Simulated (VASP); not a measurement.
# Ga5As3N2 (C2/m) in VASP: single point with PBE

Aim: the single point of Ga5As3N2 with PBE.

Everything below comes from runs of VASP 6.6.1. Logs are shortened: lines on timing, memory, paths and dates and some standing lists are left out, and cuts for length are marked.

## (1) The cell of the first run

Symmetry: C2/m, No. 12, monoclinic system. The conventional cell has a = 9.503 Å, b = 5.071 Å, c = 8.565 Å, α = 90.00°, β = 122.03°, γ = 90.00°. Ga (site symmetry 2/m) has 4 As at 2.54 to 2.91 Å and 2 Ga at 3.23 Å within 3.3 Å. Ga (site symmetry m) has 2 N at 1.98 to 2.04 Å and 2 As at 2.63 Å within 2.7 Å. Ga (site symmetry m) has 3 N at 1.89 to 2.54 Å and 2 As at 2.53 to 2.70 Å within 2.8 Å. As (site symmetry m) has 5 Ga at 2.53 to 2.91 Å and 1 As at 2.70 Å within 3.3 Å. Within 3.3 Å of As (site symmetry 2/m) lie 4 Ga at 2.54 to 3.19 Å and 2 As at 2.70 Å. N (site symmetry m) has 5 Ga at 1.89 to 2.54 Å within 2.6 Å.

## (2) Single point, PBE

Contents of INCAR:

```
PREC = Accurate
ENCUT = 520
EDIFF = 1E-6
ISMEAR = 0
SIGMA = 0.1
LREAL = False
LASPH = True
NELM = 60
ALGO = Normal
ISIF = 2
LWAVE = False
LCHARG = False
GGA = PE
NBANDS = 56
KPAR = 4
```

Contents of KPOINTS:

```
regular mesh
0
Gamma
  10 10 6
```

Contents of POSCAR:

```
Ga5As3N2
1.0
    4.7515989319     -2.5354147002      0.0246543701
    4.7515989319      2.5354147002      0.0246543701
   -4.5799862832      0.0000000000      7.2375615059
Ga As N
5 3 2
Direct
    0.5000000000      0.5000000000      0.5000000000
    0.3892891485      0.3892891485      0.7973654241
    0.1523903863      0.1523903863      0.9875404011
    0.8476096137      0.8476096137      0.0124595989
    0.6107108515      0.6107108515      0.2026345759
    0.1383018977      0.1383018977      0.2942630701
    0.0000000000      0.0000000000      0.5000000000
    0.8616981023      0.8616981023      0.7057369299
    0.6383161883      0.6383161883      0.9896616806
    0.3616838117      0.3616838117      0.0103383194
```

Potentials or basis: VASP PAW PBE potentials, release 64 (Ga_d, As, N).

The run is started by

```bash
$ cat potpaw_PBE.64/Ga_d/POTCAR potpaw_PBE.64/As/POTCAR potpaw_PBE.64/N/POTCAR > POTCAR
$ mpirun -np 4 vasp_std > vasp.out
```

OUTCAR:

```text
PREC = Accurate
   ENCUT = 520
   EDIFF = 1E-6
   ISMEAR = 0
   LREAL = False
   LASPH = True
   NELM = 60
   ISIF = 2
   GGA = PE

 ion  position               nearest neighbor table
   1  0.500  0.500  0.500-   7 2.54   7 2.54   6 2.91   8 2.91
   2  0.389  0.389  0.797-  10 1.98   9 2.04   8 2.63   8 2.63
   3  0.152  0.152  0.988-  10 1.89   8 2.53   6 2.70
   4  0.848  0.848  0.012-   9 1.89   6 2.53   8 2.70
   5  0.611  0.611  0.203-   9 1.98  10 2.04   6 2.63   6 2.63
   6  0.138  0.138  0.294-   4 2.53   5 2.63   5 2.63   7 2.70   3 2.70   1 2.91
   7  0.000  0.000  0.500-   1 2.54   1 2.54   6 2.70   8 2.70
   8  0.862  0.862  0.706-   3 2.53   2 2.63   2 2.63   7 2.70   4 2.70   1 2.91
   9  0.638  0.638  0.990-   4 1.89   5 1.98   2 2.04
  10  0.362  0.362  0.010-   3 1.89   2 1.98   5 2.04

  LATTYP: Found a base centered monoclinic cell.
 ALAT       =     9.5033257858
 B/A-ratio  =     0.5335847170
 C/A-ratio  =     0.9012594126
 COS(beta)  =    -0.5303435186

  Lattice vectors:

 A1 = (   4.7515989319,  -2.5354147002,   0.0246543701)
 A2 = (   4.7515989319,   2.5354147002,   0.0246543701)
 A3 = (  -4.5799862832,   0.0000000000,   7.2375615059)

Analysis of symmetry for initial positions (statically):
=====================================================================
 Subroutine PRICEL returns:
 Original cell was already a primitive cell.

 Routine SETGRP: Setting up the symmetry group for a
 base centered monoclinic supercell.

 Subroutine GETGRP returns: Found  4 space group operations
 (whereof  4 operations were pure point group operations)
 out of a pool of  4 trial point group operations.

The static configuration has the point symmetry C_2h.

Analysis of symmetry for dynamics (positions and initial velocities):
=====================================================================
 Subroutine PRICEL returns:
 Original cell was already a primitive cell.

 Routine SETGRP: Setting up the symmetry group for a
 base centered monoclinic supercell.

 Subroutine GETGRP returns: Found  4 space group operations
 (whereof  4 operations were pure point group operations)
 out of a pool of  4 trial point group operations.

The dynamic configuration has the point symmetry C_2h.

 Subroutine INISYM returns: Found  4 space group operations
 (whereof  4 operations are pure point group operations),
 and found     1 'primitive' translations

----------------------------------------------------------------------------------------

                                     Primitive cell

  volume of cell :     174.9584

  direct lattice vectors                    reciprocal lattice vectors
     4.751598932 -2.535414700  0.024654370     0.104883361 -0.197206398  0.066371022
     4.751598932  2.535414700  0.024654370     0.104883361  0.197206398  0.066371022
    -4.579986283  0.000000000  7.237561506    -0.000714559  0.000000000  0.137715904

  length of vectors
     5.385780162  5.385780162  8.564961816     0.233015011  0.233015011  0.137717758

  position of ions in fractional coordinates (direct lattice)
     0.500000000  0.500000000  0.500000000
     0.389289148  0.389289148  0.797365424
     0.152390386  0.152390386  0.987540401
     0.847609614  0.847609614  0.012459599
     0.610710852  0.610710852  0.202634576
     0.138301898  0.138301898  0.294263070
     0.000000000  0.000000000  0.500000000
     0.861698102  0.861698102  0.705736930
     0.638316188  0.638316188  0.989661681
     0.361683812  0.361683812  0.010338319

  ion indices of the primitive-cell ions
   primitive index   ion index
                 1           1
                 2           2
                 3           3
                 4           4
                 5           5
                 6           6
                 7           7
                 8           8
                 9           9
                10          10

----------------------------------------------------------------------------------------

 KPOINTS: regular mesh

Automatic generation of k-mesh.
 Grid dimensions read from file:
 generate k-points for:   10   10    6

 Generating k-lattice:

  Cartesian coordinates                     Fractional coordinates (reciprocal lattice)
     0.010488336 -0.019720640  0.006637102     0.100000000 -0.000000000  0.000000000
     0.010488336  0.019720640  0.006637102    -0.000000000  0.100000000  0.000000000
    -0.000119093  0.000000000  0.022952651     0.000000000  0.000000000  0.166666667

  Length of vectors
     0.023301501  0.023301501  0.022952960

  Shift w.r.t. Gamma in fractional coordinates (k-lattice)
     0.000000000  0.000000000  0.000000000

 Subroutine IBZKPT returns following result:
 ===========================================

 Found    172 irreducible k-points:

 Following reciprocal coordinates:
            Coordinates               Weight
  0.000000  0.000000  0.000000      1.000000
  0.100000 -0.000000 -0.000000      4.000000
  0.200000 -0.000000 -0.000000      4.000000
  0.300000  0.000000 -0.000000      4.000000
  0.400000  0.000000 -0.000000      4.000000
  0.500000 -0.000000  0.000000      2.000000
[... 16 lines left out ...]
  0.300000  0.300000  0.000000      2.000000
  0.400000  0.300000 -0.000000      4.000000
 [... further k-points ...]
   k-points           NKPTS =    172   k-points in BZ     NKDIM =    172   number of bands    NBANDS=     56
   number of dos      NEDOS =    301   number of ions     NIONS =     10
   total plane-waves  NPLWV = 102400
   dimension x,y,z NGX =    40 NGY =   40 NGZ =   64
   dimension x,y,z NGXF=    80 NGYF=   80 NGZF=  128
   ions per type =               5   3   2
   NGX,Y,Z   is equivalent  to a cutoff of  12.35, 12.35, 12.42 a.u.
   NGXF,Y,Z  is equivalent  to a cutoff of  24.69, 24.69, 24.84 a.u.
 SYSTEM =  unknown system
   PREC   = accura    normal or accurate (medium, high low for compatibility)
   ISTART =      0    job   : 0-new  1-cont  2-samecut
   ICHARG =      2    charge: 1-file 2-atom 10-const
   ISPIN  =      1    spin polarized calculation?
   LNONCOLLINEAR =      F non collinear calculations
   LSORBIT =      F    spin-orbit coupling
   LASPH  =      T    aspherical Exc in radial PAW
   ENCUT  =  520.0 eV  38.22 Ry    6.18 a.u.  10.01 10.01 15.93*2*pi/ulx,y,z
   NELM   =     60;   NELMIN=  2; NELMDL= -5     # of ELM steps
   EDIFF  = 0.1E-05   stopping-criterion for ELM
   LREAL  =      F    real-space projection
   EDIFFG = 0.1E-04   stopping-criterion for IOM
   NSW    =      0    number of steps for IOM
   IBRION =     -1    ionic relax: 0-MD 1-quasi-New 2-CG
   NFREE  =      0    steps in history (QN), initial steepest desc. (CG)
   ISIF   =      2    stress and relaxation
   ISYM   =      2    0-nonsym 1-usesym 2-fastsym
   POTIM  = 0.5000    time-step for ionic-motion
   TEBEG  =    0.0;   TEEND  =   0.0 temperature during run
   PSTRESS=    0.0 pullay stress
   NELECT =      90.0000    total number of electrons
   NUPDOWN=      -1.0000    fix difference up-down
   EMIN   =  10.00;   EMAX   =-10.00  energy-range for DOS
   EFERMI =   0.00;   METHOD = LEGACY
   ISMEAR =     0;   SIGMA  =   0.10  broadening in eV -4-tet -1-fermi 0-gaus
   EFERMI_NEDOS =   21; number of points for ismear=-14 and -15
   IALGO  =     38    algorithm
   IMIX   =      4    mixing-type and parameters
     AMIX     =   0.40;   BMIX     =  1.00
     AMIX_MAG =   1.60;   BMIX_MAG =  1.00
  volume/ion in A,a.u.               =      17.50       118.07
  Fermi-wavevector in a.u.,A,eV,Ry     =   1.311729  2.478808 23.410632  1.720633
  Thomas-Fermi vector in A             =   2.442170
   LORBIT       =      0    0 simple, 1 ext, 2 COOP (PROOUT), +10 PAW based schemes
   GGA     = PE    functional components
   LHFCALC =     F    Hartree Fock is set to
   AEXX    =    0.0000 exact exchange contribution
   IVDW    =     0    specifies the selected vdW correction
   LEPSILON=     F    determine dielectric tensor
   LRPA    =     F    only Hartree local field effects (RPA)
 non-spin polarized calculation
 Gauss-broadening in eV      SIGMA  =   0.10
  energy-cutoff  :      520.00
  volume of cell :      174.96
 maximum number of plane-waves:      4746
   NGX = 19   NGY = 19   NGZ = 31

 number of electron      90.0000020 magnetization

 Free energy of the ion-electron system (eV)
  ---------------------------------------------------
  ext. energy  EPLUGINS =         0.00000000
  ---------------------------------------------------
  free energy    TOTEN  =       -44.11888829 eV

  energy without entropy =      -44.10939715  energy(sigma->0) =      -44.11414272

 E-fermi :   5.1289     XC(G=0): -10.5477

 val. band max:        5.1223046420   @ k =  -0.2000  -0.0000   0.3333
 cond. band min:       5.1299282765   @ k =  -0.4000   0.5000   0.3333
 fundamental gap:      0.0076236345
 Fermi energy:         5.1289078122

 k-point     1 :       0.0000    0.0000    0.0000
  band No.  band energies     occupation
      1     -11.0703      2.00000
      2     -10.8224      2.00000
      3     -10.0598      2.00000
      4     -10.0043      2.00000
      5      -9.9922      2.00000
      6      -9.9621      2.00000
[... 48 lines left out ...]
     55      10.6230      0.00000
     56      10.6605      0.00000

 k-point     2 :       0.1000   -0.0000   -0.0000
  band No.  band energies     occupation
      1     -11.0525      2.00000
      2     -10.8180      2.00000
      3     -10.0558      2.00000
      4     -10.0039      2.00000
      5      -9.9922      2.00000
      6      -9.9629      2.00000
[... 48 lines left out ...]
     55      10.2533      0.00000
     56      10.7864      0.00000

 k-point     3 :       0.2000   -0.0000   -0.0000
  band No.  band energies     occupation
      1     -11.0051      2.00000
      2     -10.8066      2.00000
      3     -10.0459      2.00000
      4     -10.0026      2.00000
      5      -9.9915      2.00000
      6      -9.9642      2.00000
[... 1172 lines left out ...]
 k-point    23 :       0.3000    0.3000    0.0000
  band No.  band energies     occupation
      1     -10.9628      2.00000
      2     -10.8550      2.00000
      3     -10.0577      2.00000
      4     -10.0140      2.00000
      5      -9.9945      2.00000
      6      -9.9622      2.00000
[... 48 lines left out ...]
     55      10.5257      0.00000
     56      10.8264      0.00000

 k-point    24 :       0.4000    0.3000   -0.0000
  band No.  band energies     occupation
      1     -10.9476      2.00000
      2     -10.8392      2.00000
      3     -10.0535      2.00000
      4     -10.0144      2.00000
      5      -9.9939      2.00000
      6      -9.9627      2.00000
[... 48 lines left out ...]
     55      10.4981      0.00000
     56      10.8886      0.00000

 [... further k-points ...]
[... 5 lines left out ...]
  --------------------------------------------------------------------------------------
  -------------------------------------------------------------------------------------
  Total        0.1438009      0.1645787      0.1661286      0.0000000      0.0000000      0.0322047
  in kB        1.3168540      1.5071255      1.5213194      0.0000000      0.0000000      0.2949135
  external PRESSURE =       1.4484330 kB  Pullay stress =       0.0000000 kB

 VOLUME and BASIS-vectors are now :
 -----------------------------------------------------------------------------
  energy-cutoff  :      520.00
  volume of cell :      174.96
      direct lattice vectors                 reciprocal lattice vectors
     4.751598932 -2.535414700  0.024654370     0.104883361 -0.197206398  0.066371022
     4.751598932  2.535414700  0.024654370     0.104883361  0.197206398  0.066371022
    -4.579986283  0.000000000  7.237561506    -0.000714559  0.000000000  0.137715904

 POSITION                                       TOTAL-FORCE (eV/Angst)
 -----------------------------------------------------------------------------------
      2.46161      0.00000      3.64344        -0.000000      0.000000      0.000000
      0.04757      0.00000      5.79018        -0.000394      0.000000     -0.021566
     -3.07473      0.00000      7.15490         0.014539      0.000000      0.006465
      7.99794      0.00000      0.13197        -0.014539      0.000000     -0.006465
      4.87564      0.00000      1.49669         0.000394      0.000000      0.021566
     -0.03341      0.00000      2.13657         0.007843      0.000000      0.017283
     -2.28999      0.00000      3.61878        -0.000000      0.000000      0.000000
      4.95662      0.00000      5.15030        -0.007843      0.000000     -0.017283
      1.53341      0.00000      7.19421         0.019880      0.000000     -0.001780
      3.38980      0.00000      0.09266        -0.019880      0.000000      0.001780
 -----------------------------------------------------------------------------------
    total drift:                                0.000000      0.000000     -0.000000

  FREE ENERGIE OF THE ION-ELECTRON SYSTEM (eV)
  ---------------------------------------------------
  free  energy   TOTEN  =       -44.1188882928 eV

  energy  without entropy=      -44.1093971489  energy(sigma->0) =      -44.11414272
```

It took 8.5 min on 4 MPI ranks of Intel Xeon Platinum 8259CL at 2.50GHz (Skylake/Cascade Lake), shared host; peak memory 1.3 GiB.

Results:

- Free energy: -44.1189 eV
- Pressure: 0.1 GPa
- Largest force: 0.022 eV/Å
- Band gap on the k mesh: zero (bands 45 and 46 overlap by 2.25 eV)

Forces in eV/Å, atoms in the order of the input:
```
Ga   0.000  0.000  0.000
Ga   0.000  0.000 -0.022
Ga   0.015  0.000  0.006
Ga  -0.015  0.000 -0.006
Ga   0.000  0.000  0.022
As   0.008  0.000  0.017
As   0.000  0.000  0.000
As  -0.008  0.000 -0.017
N    0.020  0.000 -0.002
N   -0.020  0.000  0.002
```

Levels at points of the mesh, in eV from the Fermi level:
| k point | band 41 | band 42 | band 43 | band 44 | band 45 | band 46 | band 47 | band 48 | band 49 | band 50 |
| --- | --- | --- | --- | --- | --- | --- | --- | --- | --- | --- |
| (0.00, 0.00, 0.00) | -3.21 | -1.84 | -1.48 | -1.14 | -0.93 | -0.93 | -0.88 | 0.22 | 1.90 | 2.06 |
| (0.50, 0.00, 0.00) | -1.76 | -1.57 | -1.51 | -0.02 | 0.72 | 1.02 | 1.74 | 2.14 | 2.85 | 2.98 |
| (0.50, 0.50, 0.00) | -2.89 | -1.94 | -1.26 | -0.82 | -0.51 | -0.01 | 0.45 | 0.66 | 2.75 | 3.10 |
| (0.00, 0.00, 0.50) | -3.02 | -2.67 | -2.23 | -1.47 | -0.93 | -0.41 | 0.43 | 0.59 | 1.75 | 2.93 |
| (0.50, 0.00, 0.50) | -1.93 | -1.61 | -1.11 | -0.54 | 1.20 | 1.45 | 1.58 | 2.11 | 2.68 | 3.19 |
| (0.50, 0.50, 0.50) | -1.85 | -1.78 | -1.71 | -1.36 | -0.92 | -0.61 | 0.55 | 0.86 | 2.57 | 2.93 |
